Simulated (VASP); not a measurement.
# AgCl in VASP: settings compared

AgCl is run at these levels: PBE, r2SCAN; tasks: single point.

All numbers are computed with VASP 6.6.1; they aren't measurements. Logs are shortened: lines on timing, memory, paths and dates and some standing lists are left out, and cuts for length are marked.

**1. The cell of the first run**

The typed cell holds 4 atoms: a = 4.048 Å, b = 4.046 Å, c = 5.721 Å, α = 90.00°, β = 89.96°, γ = 90.00°.

**2. Single point, PBE (23.42 Å³/atom)**

INCAR reads:

```
SYSTEM = AgCl
ALGO = Normal
EDIFF = 1E-6
ENCUT = 520
GGA = PE
ISIF = 2
ISMEAR = 0
LASPH = .True.
LCHARG = .False.
LREAL = .False.
LWAVE = .False.
NBANDS = 26
NELM = 100
PREC = Accurate
SIGMA = 0.01
```

KPOINTS reads:

```
k-points
0
Gamma
  6 6 4
  0 0 0
```

POSCAR reads:

```
AgCl
1.0
    4.0425720405      0.0000000000      0.2010397171
    0.0000000000      4.0464260291      0.0000000000
   -0.2800493479      0.0000000000      5.7138241376
Ag Cl
2 2
Direct
    0.2503409233      0.2500000000      0.2503830942
    0.7496590767      0.7500000000      0.7496169058
    0.7499411149      0.7500000000      0.2497124012
    0.2500588851      0.2500000000      0.7502875988
```

Potentials or basis: VASP PAW PBE potentials, release 64 (Ag, Cl).

Run with:

```bash
> cat potpaw_PBE.64/Ag/POTCAR potpaw_PBE.64/Cl/POTCAR > POTCAR
> mpirun -np 1 vasp_std > vasp.out
```

OUTCAR:

```text
SYSTEM = AgCl
   EDIFF = 1E-6
   ENCUT = 520
   GGA = PE
   ISIF = 2
   ISMEAR = 0
   LASPH = .True.
   LREAL = .False.
   NELM = 100
   PREC = Accurate

 ion  position               nearest neighbor table
   1  0.250  0.250  0.250-   4 2.86   3 2.86   3 2.86   4 2.86   3 2.86   3 2.86
   2  0.750  0.750  0.750-   3 2.86   4 2.86   4 2.86   3 2.86   4 2.86   4 2.86
   3  0.750  0.750  0.250-   2 2.86   1 2.86   1 2.86   2 2.86   1 2.86   1 2.86
   4  0.250  0.250  0.750-   1 2.86   2 2.86   2 2.86   1 2.86   2 2.86   2 2.86

  LATTYP: Found a simple monoclinic cell.
 ALAT       =     4.0475678710
 B/A-ratio  =     0.9997178943
 C/A-ratio  =     1.4133630802
 COS(beta)  =    -0.0007163045

  Lattice vectors:

 A1 = (   4.0425720405,   0.0000000000,   0.2010397171)
 A2 = (   0.0000000000,  -4.0464260291,   0.0000000000)
 A3 = (   0.2800493479,   0.0000000000,  -5.7138241376)

Analysis of symmetry for initial positions (statically):
=====================================================================
 Subroutine PRICEL returns:
 Original cell was already a primitive cell.

 Routine SETGRP: Setting up the symmetry group for a
 simple monoclinic supercell.

 Subroutine GETGRP returns: Found  4 space group operations
 (whereof  2 operations were pure point group operations)
 out of a pool of  4 trial point group operations.

The static configuration has the point symmetry S_2 .
 The point group associated with its full space group is C_2h.

Analysis of symmetry for dynamics (positions and initial velocities):
=====================================================================
 Subroutine PRICEL returns:
 Original cell was already a primitive cell.

 Routine SETGRP: Setting up the symmetry group for a
 simple monoclinic supercell.

 Subroutine GETGRP returns: Found  4 space group operations
 (whereof  2 operations were pure point group operations)
 out of a pool of  4 trial point group operations.

The dynamic configuration has the point symmetry S_2 .
 The point group associated with its full space group is C_2h.

 Subroutine INISYM returns: Found  4 space group operations
 (whereof  2 operations are pure point group operations),
 and found     1 'primitive' translations

----------------------------------------------------------------------------------------

                                     Primitive cell

  volume of cell :      93.6944

  direct lattice vectors                    reciprocal lattice vectors
     4.042572040  0.000000000  0.201039717     0.246765794  0.000000000  0.012094632
     0.000000000  4.046426029  0.000000000     0.000000000  0.247131665  0.000000000
    -0.280049348  0.000000000  5.713824138    -0.008682403  0.000000000  0.174588590

  length of vectors
     4.047567871  4.046426029  5.720682994     0.247062011  0.247131665  0.174804347

  position of ions in fractional coordinates (direct lattice)
     0.250340923  0.250000000  0.250383094
     0.749659077  0.750000000  0.749616906
     0.749941115  0.750000000  0.249712401
     0.250058885  0.250000000  0.750287599

  ion indices of the primitive-cell ions
   primitive index   ion index
                 1           1
                 2           2
                 3           3
                 4           4

----------------------------------------------------------------------------------------

 KPOINTS: k-points

Automatic generation of k-mesh.
 Grid dimensions read from file:
 generate k-points for:    6    6    4

 Generating k-lattice:

  Cartesian coordinates                     Fractional coordinates (reciprocal lattice)
     0.041127632  0.000000000  0.002015772     0.166666667  0.000000000 -0.000000000
     0.000000000  0.041188611  0.000000000     0.000000000  0.166666667  0.000000000
    -0.002170601  0.000000000  0.043647147     0.000000000  0.000000000  0.250000000

  Length of vectors
     0.041177002  0.041188611  0.043701087

  Shift w.r.t. Gamma in fractional coordinates (k-lattice)
     0.000000000  0.000000000  0.000000000

 Subroutine IBZKPT returns following result:
 ===========================================

 Found     56 irreducible k-points:

 Following reciprocal coordinates:
            Coordinates               Weight
  0.000000  0.000000  0.000000      1.000000
  0.166667  0.000000  0.000000      2.000000
  0.333333  0.000000  0.000000      2.000000
  0.500000  0.000000  0.000000      1.000000
  0.000000  0.166667  0.000000      2.000000
  0.166667  0.166667  0.000000      4.000000
[... 16 lines left out ...]
 -0.000000  0.166667  0.250000      4.000000
  0.166667  0.166667  0.250000      4.000000
 [... further k-points ...]
   k-points           NKPTS =     56   k-points in BZ     NKDIM =     56   number of bands    NBANDS=     26
   number of dos      NEDOS =    301   number of ions     NIONS =      4
   total plane-waves  NPLWV =  43200
   dimension x,y,z NGX =    30 NGY =   30 NGZ =   48
   dimension x,y,z NGXF=    60 NGYF=   60 NGZF=   96
   ions per type =               2   2
   NGX,Y,Z   is equivalent  to a cutoff of  12.32, 12.33, 13.95 a.u.
   NGXF,Y,Z  is equivalent  to a cutoff of  24.64, 24.65, 27.90 a.u.
 SYSTEM =  AgCl
   PREC   = accura    normal or accurate (medium, high low for compatibility)
   ISTART =      0    job   : 0-new  1-cont  2-samecut
   ICHARG =      2    charge: 1-file 2-atom 10-const
   ISPIN  =      1    spin polarized calculation?
   LNONCOLLINEAR =      F non collinear calculations
   LSORBIT =      F    spin-orbit coupling
   LASPH  =      T    aspherical Exc in radial PAW
   ENCUT  =  520.0 eV  38.22 Ry    6.18 a.u.   7.53  7.52 10.64*2*pi/ulx,y,z
   NELM   =    100;   NELMIN=  2; NELMDL= -5     # of ELM steps
   EDIFF  = 0.1E-05   stopping-criterion for ELM
   LREAL  =      F    real-space projection
   EDIFFG = 0.1E-04   stopping-criterion for IOM
   NSW    =      0    number of steps for IOM
   IBRION =     -1    ionic relax: 0-MD 1-quasi-New 2-CG
   NFREE  =      0    steps in history (QN), initial steepest desc. (CG)
   ISIF   =      2    stress and relaxation
   ISYM   =      2    0-nonsym 1-usesym 2-fastsym
   POTIM  = 0.5000    time-step for ionic-motion
   TEBEG  =    0.0;   TEEND  =   0.0 temperature during run
   PSTRESS=    0.0 pullay stress
   NELECT =      36.0000    total number of electrons
   NUPDOWN=      -1.0000    fix difference up-down
   EMIN   =  10.00;   EMAX   =-10.00  energy-range for DOS
   EFERMI =   0.00;   METHOD = LEGACY
   ISMEAR =     0;   SIGMA  =   0.01  broadening in eV -4-tet -1-fermi 0-gaus
   EFERMI_NEDOS =   21; number of points for ismear=-14 and -15
   IALGO  =     38    algorithm
   IMIX   =      4    mixing-type and parameters
     AMIX     =   0.40;   BMIX     =  1.00
     AMIX_MAG =   1.60;   BMIX_MAG =  1.00
  volume/ion in A,a.u.               =      23.42       158.07
  Fermi-wavevector in a.u.,A,eV,Ry     =   1.190158  2.249072 19.272316  1.416475
  Thomas-Fermi vector in A             =   2.326249
   LORBIT       =      0    0 simple, 1 ext, 2 COOP (PROOUT), +10 PAW based schemes
   GGA     = PE    functional components
   LHFCALC =     F    Hartree Fock is set to
   AEXX    =    0.0000 exact exchange contribution
   IVDW    =     0    specifies the selected vdW correction
   LEPSILON=     F    determine dielectric tensor
   LRPA    =     F    only Hartree local field effects (RPA)
 non-spin polarized calculation
 Gauss-broadening in eV      SIGMA  =   0.01
  energy-cutoff  :      520.00
  volume of cell :       93.69
 maximum number of plane-waves:      2566
   NGX = 15   NGY = 15   NGZ = 21

 number of electron      35.9999993 magnetization

 Free energy of the ion-electron system (eV)
  ---------------------------------------------------
  ext. energy  EPLUGINS =         0.00000000
  ---------------------------------------------------
  free energy    TOTEN  =       -10.76345120 eV

  energy without entropy =      -10.76345120  energy(sigma->0) =      -10.76345120

 E-fermi :   2.7419     XC(G=0):  -9.4802

 val. band max:        2.6879991239   @ k =   0.5000   0.0000   0.5000
 cond. band min:       3.6359786554   @ k =   0.0000   0.0000   0.0000
 fundamental gap:      0.9479795315
 Fermi energy:         2.7419311594

 k-point     1 :       0.0000    0.0000    0.0000
  band No.  band energies     occupation
      1     -11.8670      2.00000
      2     -11.5145      2.00000
      3      -0.9724      2.00000
      4       0.1122      2.00000
      5       0.1138      2.00000
      6       0.3342      2.00000
[... 18 lines left out ...]
     25      13.5794      0.00000
     26      13.7325      0.00000

 k-point     2 :       0.1667    0.0000    0.0000
  band No.  band energies     occupation
      1     -11.8133      2.00000
      2     -11.5046      2.00000
      3      -0.9164      2.00000
      4      -0.5229      2.00000
      5      -0.3223      2.00000
      6      -0.1670      2.00000
[... 18 lines left out ...]
     25      12.9520      0.00000
     26      13.4562      0.00000

 k-point     3 :       0.3333    0.0000    0.0000
  band No.  band energies     occupation
      1     -11.6849      2.00000
      2     -11.5025      2.00000
      3      -1.2056      2.00000
      4      -1.0216      2.00000
      5      -0.7502      2.00000
      6      -0.7212      2.00000
[... 18 lines left out ...]
     25      11.7281      0.00000
     26      11.7886      0.00000

 k-point     4 :       0.5000    0.0000    0.0000
  band No.  band energies     occupation
      1     -11.5604      2.00000
      2     -11.5601      2.00000
      3      -1.4146      2.00000
      4      -1.4138      2.00000
      5      -0.8254      2.00000
      6      -0.8253      2.00000
[... 18 lines left out ...]
     25      11.1714      0.00000
     26      11.1715      0.00000

 k-point     5 :       0.0000    0.1667    0.0000
  band No.  band energies     occupation
      1     -11.8132      2.00000
      2     -11.5045      2.00000
      3      -0.9163      2.00000
      4      -0.5221      2.00000
      5      -0.3236      2.00000
      6      -0.1665      2.00000
[... 18 lines left out ...]
     25      12.9494      0.00000
     26      13.4531      0.00000

 k-point     6 :       0.1667    0.1667    0.0000
  band No.  band energies     occupation
      1     -11.7668      2.00000
      2     -11.4971      2.00000
      3      -0.8524      2.00000
      4      -0.7469      2.00000
      5      -0.7373      2.00000
      6      -0.4451      2.00000
[... 427 lines left out ...]
 k-point    21 :      -0.3333    0.0000    0.2500
  band No.  band energies     occupation
      1     -11.6470      2.00000
      2     -11.5176      2.00000
      3      -1.4401      2.00000
      4      -1.2381      2.00000
      5      -0.8382      2.00000
      6      -0.7384      2.00000
[... 18 lines left out ...]
     25      11.3636      0.00000
     26      11.3718      0.00000

 k-point    22 :      -0.1667    0.0000    0.2500
  band No.  band energies     occupation
      1     -11.7590      2.00000
      2     -11.5398      2.00000
      3      -1.1977      2.00000
      4      -0.5765      2.00000
      5      -0.4868      2.00000
      6      -0.3368      2.00000
[... 18 lines left out ...]
     25      12.4807      0.00000
     26      12.5428      0.00000

 k-point    23 :      -0.0000    0.1667    0.2500
  band No.  band energies     occupation
      1     -11.7591      2.00000
      2     -11.5396      2.00000
      3      -1.1979      2.00000
      4      -0.5767      2.00000
      5      -0.4863      2.00000
      6      -0.3382      2.00000
[... 18 lines left out ...]
     25      12.4786      0.00000
     26      12.5390      0.00000

 k-point    24 :       0.1667    0.1667    0.2500
  band No.  band energies     occupation
      1     -11.7178      2.00000
      2     -11.5258      2.00000
      3      -1.2059      2.00000
      4      -0.8740      2.00000
      5      -0.7000      2.00000
      6      -0.4666      2.00000
[... 18 lines left out ...]
     25      11.8472      0.00000
     26      12.1841      0.00000

 [... further k-points ...]

------------------------ aborting loop because EDIFF is reached ----------------------------------------

  FORCE on cell =-STRESS in cart. coord.  units (eV):
  Direction    XX          YY          ZZ          XY          YZ          ZX
  --------------------------------------------------------------------------------------
  -------------------------------------------------------------------------------------
  Total       -1.2909727     -1.2887802     -1.2939899      0.0000000      0.0000000     -0.0030530
  in kB      -22.0756818    -22.0381893    -22.1272765      0.0000000      0.0000000     -0.0522063
  external PRESSURE =     -22.0803825 kB  Pullay stress =       0.0000000 kB

 VOLUME and BASIS-vectors are now :
 -----------------------------------------------------------------------------
  energy-cutoff  :      520.00
  volume of cell :       93.69
      direct lattice vectors                 reciprocal lattice vectors
     4.042572040  0.000000000  0.201039717     0.246765794  0.000000000  0.012094632
     0.000000000  4.046426029  0.000000000     0.000000000  0.247131665  0.000000000
    -0.280049348  0.000000000  5.713824138    -0.008682403  0.000000000  0.174588590

 POSITION                                       TOTAL-FORCE (eV/Angst)
 -----------------------------------------------------------------------------------
      0.94190      1.01161      1.48097        -0.000872      0.000000     -0.001351
      2.82062      3.03482      4.43389         0.000872     -0.000000      0.001351
      2.96176      3.03482      1.57758         0.000811      0.000000      0.003284
      0.80076      1.01161      4.33728        -0.000811      0.000000     -0.003284
 -----------------------------------------------------------------------------------
    total drift:                               -0.000000      0.000000      0.000000

  FREE ENERGIE OF THE ION-ELECTRON SYSTEM (eV)
  ---------------------------------------------------
  free  energy   TOTEN  =       -10.7634512025 eV

  energy  without entropy=      -10.7634512025  energy(sigma->0) =      -10.76345120
```

Wall time 68 s (1 thread of Intel Xeon Platinum 8488C (Sapphire Rapids), shared host); peak memory 0.26 GiB.

What came out:

```yaml
Free_energy: -10.7635 eV
Pressure: -2.2 GPa
Largest_force: 0.003 eV/Å
Band_gap_on_the_k_mesh: 0.95 eV
```

Forces in eV/Å, atoms in the order of the input:
```
Ag  -0.001  0.000 -0.001
Ag   0.001  0.000  0.001
Cl   0.001  0.000  0.003
Cl  -0.001  0.000 -0.003
```

A k mesh can miss the band edges.

(Part 1 of 2 ends here.)
